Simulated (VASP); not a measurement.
Write the native input for VASP 6.6.1 that does the following.

```yaml
Task: single point
Functional: PBEsol
Potentials_or_basis: VASP PAW PBE potentials, release 64 (C, O)
Cutoff: 520 eV
k_mesh: 2 × 2 × 1
Occupations: gaussian, width 0.05 eV
Spin: no spin polarisation
Dipole_correction: no
Further_INCAR_settings: LREAL = Auto; ALGO = Normal; EDIFF = 1e-07; NBANDS = 57
```

The structure of C19O lies in POSCAR:

```
C19O
1.0
    7.3980000000      0.0000000000      0.0000000000
   -3.6990000000      6.4068560000      0.0000000000
    0.0000000000      0.0000000000     12.0000000000
C O
19 1
Direct
    0.0052612101      0.0034730687      0.0670114017
    0.2236588447      0.1083827769      0.0707355762
    0.0069682879      0.3364245250      0.0766022647
    0.2250891148      0.4493950048      0.0746592706
    0.0084554832      0.6746529205      0.0789166886
    0.2263881972      0.7800087890      0.0747729445
    0.3387865988      0.0028030211      0.0746920643
    0.5571955764      0.1113227219      0.0865079762
    0.3300518591      0.3304616774      0.0853209650
    0.5582892354      0.4571688695      0.1100542140
    0.3397717978      0.6709026718      0.0790784134
    0.5633451758      0.7844367473      0.0765276910
    0.6719458048      0.0064954507      0.0784161136
    0.8953448208      0.1170279355      0.0738933486
    0.6690130943      0.3343339393      0.1160670015
    0.8994123793      0.4512468340      0.1026453605
    0.6756716660      0.6773274891      0.0791456003
    0.8939670832      0.7810034024      0.0715909891
    0.4066480337      0.4036870181      0.2059729380
    0.8010320066      0.3898154369      0.2123891184
```

The input as run:

INCAR

```
ALGO     = Normal         # electronic algorithm
EDIFF    = 1E-7           # SCF threshold, eV
ENCUT    = 520            # plane-wave cutoff, eV
GGA      = PS             # functional
ISIF     = 2              # what is computed and relaxed
ISMEAR   = 0              # smearing method
LASPH    = T              # aspherical terms in the spheres
LCHARG   = F              # write CHGCAR
LREAL    = Auto         
LWAVE    = F              # write WAVECAR
NBANDS   = 57             # bands
NELM     = 80             # most SCF steps
PREC     = Accurate       # precision mode
SIGMA    = 0.05           # smearing width, eV
```

KPOINTS

```
k-points
0
Gamma
  2 2 1
```

Potentials or basis: VASP PAW PBE potentials, release 64 (C, O).

The run is started by

```sh
$ cat potpaw_PBE.64/C/POTCAR potpaw_PBE.64/O/POTCAR > POTCAR
$ mpirun -np 1 vasp_std > vasp.out
```

Results of the run:

```
Largest force          : 0.395 eV/Å
Band gap on the k mesh : 0.55 eV (least direct gap 0.71 eV)
```

Caveat: the k points lie up to 0.49 Å⁻¹ apart; there is no dipole correction, which matters where the two faces differ; semilocal functionals underestimate gaps, and a narrow one can read as zero; the PAW data sets were made with another functional, which shifts forces and pressure a little.

It took 9.3 min on 1 thread of Oxide Virtual Turin-like Processor, on a shared host, peak memory 0.53 GiB.
